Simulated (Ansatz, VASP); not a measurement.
# MgO: VASP beside Ansatz

```
CELL_PARAMETERS angstrom
0.00000 2.14340 2.14340
2.14340 0.00000 2.14340
2.14340 2.14340 0.00000
ATOMIC_POSITIONS crystal
Mg 0.00000 0.00000 0.00000
O 0.50000 0.50000 0.50000
```

Alike in both runs: task single point; functional r2SCAN; k mesh 8 × 8 × 8; no spin polarisation.

|  | VASP | Ansatz |
| --- | --- | --- |
| version | VASP 6.6.1 | Ansatz 0.2.0 |
| potentials or method | VASP PAW PBE potentials, release 64 (Mg_sv, O) | plane waves, PAW |
| plane-wave cutoff (eV) | 920 | 500 |
| occupations | gaussian, width 0.01 eV | fixed |
| valence electrons in the cell | 16 | 16 |

|  | VASP | Ansatz | Ansatz less VASP |
| --- | --- | --- | --- |
| gap on the k mesh at the Fermi level (eV) | 5.13 | 5.11 | -0.018 |
| pressure (GPa) | -8.0 | -8.6 | -0.59 |

VASP's potentials were made for PBE, not for r2SCAN.
